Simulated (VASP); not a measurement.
# Au (Fd-3m) in VASP: further runs, part 2 of 2

VASP 6.6.1.

### Step 3. Relaxation of cell and atoms, PBE, target pressure 5 GPa, at which the enthalpy is minimised

The input, INCAR:

```
ALGO     = Normal         # electronic algorithm
EDIFF    = 1E-6           # SCF threshold, eV
EDIFFG   = -0.01          # ionic threshold
ENCUT    = 600            # plane-wave cutoff, eV
GGA      = PE             # functional
IBRION   = 2              # ionic algorithm
ISIF     = 3              # what is computed and relaxed
ISMEAR   = 0              # smearing method
LASPH    = T              # aspherical terms in the spheres
LCHARG   = F              # write CHGCAR
LREAL    = F              # projectors in reciprocal space
LWAVE    = F              # write WAVECAR
NELM     = 60             # most SCF steps
NSW      = 80             # ionic steps
PREC     = Accurate       # precision mode
PSTRESS  = 50.0         
SIGMA    = 0.1            # smearing width, eV
```

The input, KPOINTS:

```
k-points
0
Gamma
  8 8 8
```

The input, POSCAR:

```
Au
1.0
    0.0000000000      2.8000000000      2.8000000000
    2.8000000000      0.0000000000      2.8000000000
    2.8000000000      2.8000000000      0.0000000000
Au
2
Direct
    0.0000000000      0.0000000000      0.0000000000
    0.2500000000      0.2500000000      0.2500000000
```

Potentials or basis: VASP PAW PBE potentials, release 64 (Au).

On the command line:

```bash
> cat potpaw_PBE.64/Au/POTCAR > POTCAR
> mpirun -np 1 vasp_std > vasp.out
```

OUTCAR:

```text
EDIFF = 1E-6
   EDIFFG = -0.01
   ENCUT = 600
   GGA = PE
   IBRION = 2
   ISIF = 3
   ISMEAR = 0
   LASPH = T
   LREAL = F
   NELM = 60
   NSW = 80
   PREC = Accurate
   PSTRESS = 50.0

 ion  position               nearest neighbor table
   1  0.000  0.000  0.000-   2 2.42   2 2.42   2 2.42   2 2.42
   2  0.250  0.250  0.250-   1 2.42   1 2.42   1 2.42   1 2.42

  LATTYP: Found a face centered cubic cell.
 ALAT       =     5.6000000000

  Lattice vectors:

 A1 = (   0.0000000000,   2.8000000000,   2.8000000000)
 A2 = (   2.8000000000,   0.0000000000,   2.8000000000)
 A3 = (   2.8000000000,   2.8000000000,   0.0000000000)

Analysis of symmetry for initial positions (statically):
=====================================================================
 Subroutine PRICEL returns:
 Original cell was already a primitive cell.

 Routine SETGRP: Setting up the symmetry group for a
[... 187 lines left out ...]
      6       0.4098      2.00000
      7       3.0018      2.00000
      8       3.0018      2.00000
      9       3.0018      2.00000
     10       4.7171      2.00000
     11       4.7171      2.00000
     12      16.5013      0.00000
     13      16.5921      0.00000
     14      17.6114      0.00000
[... 566 lines left out ...]
--------------------------------------- Ionic step        5  -------------------------------------------

 number of electron      22.0000002 magnetization

 Free energy of the ion-electron system (eV)
  ---------------------------------------------------
  ext. energy  EPLUGINS =         0.00000000
  ---------------------------------------------------
  free energy    TOTEN  =        -4.94919582 eV

  energy without entropy =       -4.94683897  energy(sigma->0) =       -4.94801739

 E-fermi :   3.5204     XC(G=0):  -9.7233

 val. band max:        3.3719435001   @ k =  -0.3750   0.2500   0.1250
 cond. band min:       3.5529703765   @ k =  -0.3750   0.3750   0.0000
 fundamental gap:      0.1810268765
 Fermi energy:         3.5203940292

 k-point     1 :       0.0000    0.0000    0.0000
  band No.  band energies     occupation
      1      -2.8458      2.00000
      2      -0.8652      2.00000
      3      -0.8652      2.00000
      4      -0.8451      2.00000
      5      -0.8451      2.00000
      6      -0.8451      2.00000
      7       1.1352      2.00000
      8       1.1352      2.00000
      9       1.1352      2.00000
     10       2.2704      2.00000
     11       2.2704      2.00000
     12      12.6389      0.00000
     13      13.5556      0.00000
     14      13.5556      0.00000
[... 448 lines left out ...]
  energy  without entropy=       -4.9468389655  energy(sigma->0) =       -4.94801739

  enthalpy is  TOTEN    =        -3.2644879353 eV   P V=        1.6847078814

 reached required accuracy - stopping structural energy minimisation
```

CONTCAR:

```text
Au
   1.00000000000000
     0.0000000000000000    2.9997039615991401    2.9997039615991401
     2.9997039615991401    0.0000000000000000    2.9997039615991401
     2.9997039615991401    2.9997039615991401    0.0000000000000000
  Au
     2
Direct
     0.0000000000000000    0.0000000000000000    0.0000000000000000
     0.2500000000000000    0.2500000000000000    0.2500000000000000

  0.00000000E+00  0.00000000E+00  0.00000000E+00
  0.00000000E+00  0.00000000E+00  0.00000000E+00
```

Wall time 57 s (1 thread of Intel Xeon Platinum 8488C (Sapphire Rapids), shared host); peak memory 0.19 GiB.

What came out:

| Property | Result |
| --- | --- |
| Free energy | -4.9492 eV |
| Relaxed volume | 26.99 Å³/atom |
| Relaxed cell | a = 4.242 Å, b = 4.242 Å, c = 4.242 Å, α = 60.00°, β = 60.00°, γ = 60.00° |
| Space group after relaxing (to 0.05 Å) | Fd-3m (No. 227) |
| Energy change on relaxing (the enthalpy is what falls) | -529.1 meV/atom |
| Ionic steps | 5 |
| Pressure after relaxing | 5.0 GPa |
| Band gap on the k mesh | zero (band 11 reaches 3.85 eV, above the bottom of band 12 at 3.21 eV) |

Step by step:
```csv
step,energy change (eV),largest force (eV/Å),pressure (GPa),volume (Å³)
1,0.0000,0.0000,34.28,43.90
2,-0.6997,0.0000,-6.26,74.64
3,-1.0863,0.0000,3.51,55.05
4,-1.0684,0.0000,4.50,54.33
5,-1.0582,0.0000,5.01,53.98
```

Final structure:
```
Au
1.0
     0.00000    2.99970    2.99970
     2.99970    0.00000    2.99970
     2.99970    2.99970    0.00000
Au
2
Cartesian
  0.0000 0.0000 0.0000
  1.4999 1.4999 1.4999
```

Levels at points of the mesh, in eV from the Fermi level:
| k point | band 9 | band 10 | band 11 | band 12 | band 13 | band 14 |
| --- | --- | --- | --- | --- | --- | --- |
| (0.00, 0.00, 0.00) | -2.39 | -1.25 | -1.25 | 9.12 | 10.04 | 10.04 |
| (0.50, 0.00, 0.00) | -1.41 | -1.41 | -1.00 | -0.31 | 7.02 | 7.02 |
| (0.50, 0.50, 0.00) | -1.23 | -1.23 | 0.33 | 0.33 | 3.76 | 3.76 |

Caveat: the cell is relaxed towards a set pressure, so the enthalpy falls and the energy may rise; the volume moved by over 15 % at a fixed basis, so the end points are rough; spin-orbit coupling is left out, which moves the levels of the heavy elements.

### Step 4. Relaxation of cell and atoms, PBE, target pressure 10 GPa, at which the enthalpy is minimised

The input, INCAR:

```
SYSTEM = Au
  ALGO = Normal
  EDIFF = 1E-6
  EDIFFG = -0.01
  ENCUT = 600
  GGA = PE
  IBRION = 2
  ISIF = 3
  ISMEAR = 0
  LASPH = .True.
  LCHARG = .False.
  LREAL = .False.
  LWAVE = .False.
  NELM = 100
  NSW = 80
  PREC = Accurate
  PSTRESS = 100.0
  SIGMA = 0.1
```

The input, KPOINTS:

```
k-points
0
Gamma
  8 8 8
  0 0 0
```

POSCAR is that of step 3.

On the command line:

```bash
> cat potpaw_PBE.64/Au/POTCAR > POTCAR
> mpirun -np 1 vasp_std > vasp.out
```

Run time: 56 s. Hardware: 1 thread of Intel Xeon Platinum 8488C (Sapphire Rapids), shared host; peak memory 0.2 GiB.

Results (log left out):

```yaml
Free_energy: -4.8213 eV
Relaxed_volume: 25.60 Å³/atom
Relaxed_cell: a = 4.168 Å, b = 4.168 Å, c = 4.168 Å, α = 60.00°, β = 60.00°, γ = 60.00°
Space_group_after_relaxing_to_0.05_Å: Fd-3m (No. 227)
Energy_change_on_relaxing_the_enthalpy_is_what_falls: -465.2 meV/atom
Ionic_steps: 5
Pressure_after_relaxing: 10.0 GPa
Band_gap_on_the_k_mesh: zero (band 11 reaches 4.45 eV, above the bottom of band 12 at 3.81 eV)
```

Step by step:
```
step  energy change (eV)  largest force (eV/Å)  pressure (GPa)  volume (Å³)
   1              0.0000                0.0000           34.28        43.90
   2             -0.9173                0.0000           -5.17        68.61
   3             -0.9754                0.0000            8.42        51.99
   4             -0.9411                0.0000            9.63        51.38
   5             -0.9303                0.0000           10.01        51.20
```

Final structure:
```cif
data_structure
_symmetry_space_group_name_H-M 'P 1'
_symmetry_Int_Tables_number 1
_cell_length_a 4.1680
_cell_length_b 4.1680
_cell_length_c 4.1680
_cell_angle_alpha 60.000
_cell_angle_beta 60.000
_cell_angle_gamma 60.000
_cell_volume 51.20
loop_
_atom_site_label
_atom_site_type_symbol
_atom_site_fract_x
_atom_site_fract_y
_atom_site_fract_z
_atom_site_occupancy
Au1 Au 0.00000 0.00000 0.00000 1
Au2 Au 0.25000 0.25000 0.25000 1
```

Levels at points of the mesh, in eV from the Fermi level:
```tsv
k point	band 8	band 9	band 10	band 11	band 12	band 13	band 14	band 15
(0.00, 0.00, 0.00)	-2.51	-2.51	-1.25	-1.25	9.52	10.22	10.43	10.43
(0.50, 0.00, 0.00)	-2.20	-1.44	-1.44	-1.21	-0.28	7.21	7.21	9.81
(0.50, 0.50, 0.00)	-3.06	-1.24	-1.24	0.37	0.37	3.73	3.73	8.51
```

Caveat: the cell is relaxed towards a set pressure, so the enthalpy falls and the energy may rise; the volume moved by over 15 % at a fixed basis, so the end points are rough; spin-orbit coupling is left out, which moves the levels of the heavy elements.

### Step 5. Relaxation of cell and atoms, PBE, target pressure 20 GPa, at which the enthalpy is minimised

The input, INCAR:

```
PREC     = Accurate       # precision mode
ENCUT    = 600            # plane-wave cutoff, eV
EDIFF    = 1E-7           # SCF threshold, eV
ISMEAR   = 0              # smearing method
SIGMA    = 0.1            # smearing width, eV
LREAL    = False          # projectors in reciprocal space
LASPH    = True           # aspherical terms in the spheres
NELM     = 60             # most SCF steps
ALGO     = Normal         # electronic algorithm
ISIF     = 3              # what is computed and relaxed
LWAVE    = False          # write WAVECAR
LCHARG   = False          # write CHGCAR
GGA      = PE             # functional
IBRION   = 2              # ionic algorithm
NSW      = 80             # ionic steps
EDIFFG   = -0.01          # ionic threshold
PSTRESS  = 200.0
```

The input, KPOINTS:

```
Automatic mesh
0
Gamma
  8 8 8
```

POSCAR is that of step 4.

Potentials or basis: VASP PAW PBE potentials, release 64 (Au).

On the command line:

```bash
> cat potpaw_PBE.64/Au/POTCAR > POTCAR
> mpirun -np 1 vasp_std > vasp.out
```

OUTCAR:

```text
PREC = Accurate
   ENCUT = 600
   EDIFF = 1E-7
   ISMEAR = 0
   LREAL = False
   LASPH = True
   NELM = 60
   ISIF = 3
   GGA = PE
   IBRION = 2
   NSW = 80
   EDIFFG = -0.01
   PSTRESS = 200.0

 ion  position               nearest neighbor table
   1  0.000  0.000  0.000-   2 2.42   2 2.42   2 2.42   2 2.42
   2  0.250  0.250  0.250-   1 2.42   1 2.42   1 2.42   1 2.42

  LATTYP: Found a face centered cubic cell.
 ALAT       =     5.6000000000

  Lattice vectors:

 A1 = (   0.0000000000,   2.8000000000,   2.8000000000)
 A2 = (   2.8000000000,   0.0000000000,   2.8000000000)
 A3 = (   2.8000000000,   2.8000000000,   0.0000000000)

Analysis of symmetry for initial positions (statically):
=====================================================================
 Subroutine PRICEL returns:
 Original cell was already a primitive cell.

 Routine SETGRP: Setting up the symmetry group for a
 face centered cubic supercell.

 Subroutine GETGRP returns: Found 48 space group operations
 (whereof 24 operations were pure point group operations)
 out of a pool of 48 trial point group operations.

[... 156 lines left out ...]

 number of electron      21.9999998 magnetization

 Free energy of the ion-electron system (eV)
  ---------------------------------------------------
  ext. energy  EPLUGINS =         0.00000000
  ---------------------------------------------------
  free energy    TOTEN  =        -3.89104490 eV

  energy without entropy =       -3.88903707  energy(sigma->0) =       -3.89004099

------------------------ aborting loop because EDIFF is reached ----------------------------------------

  FORCE on cell =-STRESS in cart. coord.  units (eV):
  Direction    XX          YY          ZZ          XY          YZ          ZX
  --------------------------------------------------------------------------------------
  -------------------------------------------------------------------------------------
  Total        9.3931393      9.3931393      9.3931393      0.0000000      0.0000000      0.0000000
  in kB      342.7814069    342.7814069    342.7814069      0.0000000      0.0000000      0.0000000
  external PRESSURE =     142.7814069 kB  Pullay stress =     200.0000000 kB
[... 979 lines left out ...]
  energy  without entropy=       -4.5074880708  energy(sigma->0) =       -4.50855153

  enthalpy is  TOTEN    =         1.4443072665 eV   P V=        5.9539222503

[... ionic steps 4 to 13 ...]

--------------------------------------- Ionic step       14  -------------------------------------------

 number of electron      22.0000003 magnetization

------------------------ aborting loop because EDIFF is reached ----------------------------------------
[... 71 lines left out ...]
--------------------------------------- Ionic step       16  -------------------------------------------

 number of electron      22.0000003 magnetization

 Free energy of the ion-electron system (eV)
  ---------------------------------------------------
  ext. energy  EPLUGINS =         0.00000000
  ---------------------------------------------------
  free energy    TOTEN  =        -4.47444677 eV

  energy without entropy =       -4.47232289  energy(sigma->0) =       -4.47338483

 E-fermi :   4.9868     XC(G=0): -10.4246

 val. band max:        4.7521132457   @ k =   0.5000   0.0000   0.0000
 cond. band min:       5.0369257736   @ k =  -0.3750   0.3750   0.0000
 fundamental gap:      0.2848125278
 Fermi energy:         4.9867748867
[... 465 lines left out ...]
  energy  without entropy=       -4.4723228949  energy(sigma->0) =       -4.47338483

  enthalpy is  TOTEN    =         1.4435589113 eV   P V=        5.9180056777

 reached required accuracy - stopping structural energy minimisation
```

OSZICAR:

```text
N       E                     dE             d eps       ncg     rms          rms(c)
DAV:   1     0.138146555813E+03    0.13815E+03   -0.12450E+04   878   0.153E+03
DAV:   2    -0.223443302420E+01   -0.14038E+03   -0.13538E+03   961   0.299E+02
DAV:   3    -0.437669561301E+01   -0.21423E+01   -0.21363E+01  1017   0.394E+01
DAV:   4    -0.438934517980E+01   -0.12650E-01   -0.12649E-01  1003   0.309E+00
[... 101 lines left out ...]
DAV:   1    -0.447446324086E+01   -0.14304E-02   -0.28415E-04   933   0.164E-01    0.243E-02
DAV:   2    -0.447444780072E+01    0.15440E-04   -0.51065E-05   933   0.617E-02    0.110E-02
DAV:   3    -0.447444721128E+01    0.58944E-06   -0.16781E-06   947   0.104E-02    0.809E-03
DAV:   4    -0.447444677044E+01    0.44083E-06   -0.18123E-07   864   0.304E-03    0.263E-04
DAV:   5    -0.447444676638E+01    0.40604E-08   -0.15920E-08   435   0.106E-03
  16 F= 0.14435589E+01 E0= 0.14446208E+01  d E =-.120554E-04
```

Run time: 100 s. Hardware: 1 thread of Intel Xeon Platinum 8488C (Sapphire Rapids), shared host; peak memory 0.19 GiB.

Results:

- Free energy: -4.4744 eV
- Relaxed volume: 23.70 Å³/atom
- Relaxed cell: a = 4.062 Å, b = 4.062 Å, c = 4.062 Å, α = 60.00°, β = 60.00°, γ = 60.00°
- Space group after relaxing (to 0.05 Å): Fd-3m (No. 227)
- Energy change on relaxing (the enthalpy is what falls): -291.7 meV/atom
- Ionic steps: 16
- Pressure after relaxing: 20.1 GPa
- Band gap on the k mesh: zero (band 11 reaches 5.40 eV, above the bottom of band 12 at 4.73 eV)

Step by step:
```csv
step,energy change (eV),largest force (eV/Å),pressure (GPa),volume (Å³)
1,0.0000,0.0000,34.28,43.90
2,-1.1178,0.0000,0.69,57.54
3,-0.6186,0.0000,19.12,47.70
4,-0.5890,0.0000,19.91,47.45
5,-0.5799,0.0000,20.15,47.38
6,-0.5800,0.0000,20.14,47.38
7,-0.5806,0.0000,20.13,47.39
8,-0.5806,0.0000,20.13,47.39
9,-0.5806,0.0000,20.13,47.39
10,-0.5806,0.0000,20.13,47.39
11,-0.5807,0.0000,20.13,47.39
12,-0.5807,0.0000,20.13,47.39
13,-0.5809,0.0000,20.12,47.39
14,-0.5813,0.0000,20.11,47.39
15,-0.5820,0.0000,20.09,47.40
16,-0.5834,0.0000,20.05,47.41
```

Final structure:
```cif
data_structure
_symmetry_space_group_name_H-M 'P 1'
_symmetry_Int_Tables_number 1
_cell_length_a 4.0625
_cell_length_b 4.0625
_cell_length_c 4.0625
_cell_angle_alpha 60.000
_cell_angle_beta 60.000
_cell_angle_gamma 60.000
_cell_volume 47.41
loop_
_atom_site_label
_atom_site_type_symbol
_atom_site_fract_x
_atom_site_fract_y
_atom_site_fract_z
_atom_site_occupancy
Au1 Au 0.00000 0.00000 0.00000 1
Au2 Au 0.25000 0.25000 0.25000 1
```

Caveat: the cell is relaxed towards a set pressure, so the enthalpy falls and the energy may rise; spin-orbit coupling is left out, which moves the levels of the heavy elements.

### Step 6. Single point, PBE

This run uses another cell than the first one, of 23.74 Å³/atom, 1.082 times its volume.

The input, INCAR:

```
SYSTEM = Au
  PREC = Accurate
  ENCUT = 520
  EDIFF = 1E-6
  ISMEAR = 0
  SIGMA = 0.1
  LREAL = .FALSE.
  LASPH = .TRUE.
  NELM = 60
  ALGO = Normal
  ISIF = 2
  LWAVE = .FALSE.
  LCHARG = .TRUE.
  GGA = PE
  LELF = .TRUE.
  LVHAR = .TRUE.
  NBANDS = 18
```

The input, KPOINTS:

```
regular mesh
0
G
  8 8 8
  0 0 0
```

The input, POSCAR:

```
Au
1.0
    0.0000000000      2.8741969812      2.8741969812
    2.8741969812      0.0000000000      2.8741969812
    2.8741969812      2.8741969812      0.0000000000
Au
2
Direct
    0.0000000000      0.0000000000      0.0000000000
    0.2500000000      0.2500000000      0.2500000000
```

Potentials or basis: VASP PAW PBE potentials, release 64 (Au).

On the command line:

```bash
> cat potpaw_PBE.64/Au/POTCAR > POTCAR
> mpirun -np 1 vasp_std > vasp.out
```

It took 12 s on 1 thread of AMD EPYC 9R45 (Zen 5), shared host; peak memory 0.15 GiB.

The run converged. Its results:

| Quantity | Value |
| --- | --- |
| Free energy | -4.4854 eV |
| Pressure | 19.8 GPa |
| Band gap on the k mesh | zero (band 11 reaches 5.38 eV, above the bottom of band 12 at 4.71 eV) |

Levels at points of the mesh, in eV from the Fermi level:
```csv
k point,band 8,band 9,band 10,band 11,band 12,band 13,band 14,band 15
"(0.00, 0.00, 0.00)",-2.73,-2.73,-1.25,-1.25,10.05,10.41,11.01,11.01
"(0.50, 0.00, 0.00)",-2.35,-1.54,-1.49,-1.49,-0.24,7.51,7.51,9.91
"(0.50, 0.50, 0.00)",-3.33,-1.26,-1.26,0.41,0.41,3.68,3.68,8.82
```

Caveat: spin-orbit coupling is left out, which moves the levels of the heavy elements.

### Step 7. Overview

| task | cell | cutoff (eV) | gap on the mesh (eV) | pressure (GPa) |
| --- | --- | --- | --- | --- |
| relaxation of cell and atoms | relaxed from a = 3.960 Å, angles 60.0°, 2 atoms | 600 | none | 0.0 |
| relaxation of cell and atoms | relaxed to 5 GPa from a = 3.960 Å, angles 60.0°, 2 atoms | 600 | none | 5.0 |
| relaxation of cell and atoms | relaxed to 10 GPa from a = 3.960 Å, angles 60.0°, 2 atoms | 600 | none | 10.0 |
| relaxation of cell and atoms | relaxed to 20 GPa from a = 3.960 Å, angles 60.0°, 2 atoms | 600 | none | 20.1 |
| single point | a = 4.065 Å, angles 60.0°, 2 atoms | 520 | none | 19.8 |

Alike in all rows: level PBE; potentials or basis VASP PAW PBE potentials, release 64 (Au); no spin polarisation; k mesh 8 × 8 × 8; smearing gaussian 0.1 eV.

Caveats: spin-orbit coupling is left out, which moves the levels of the heavy elements; the volume moved by over 15 % at a fixed basis, so the end points are rough (some runs); the cell is relaxed towards a set pressure, so the enthalpy falls and the energy may rise (some runs).

Absolute energies hang on the potentials; compare differences alone.
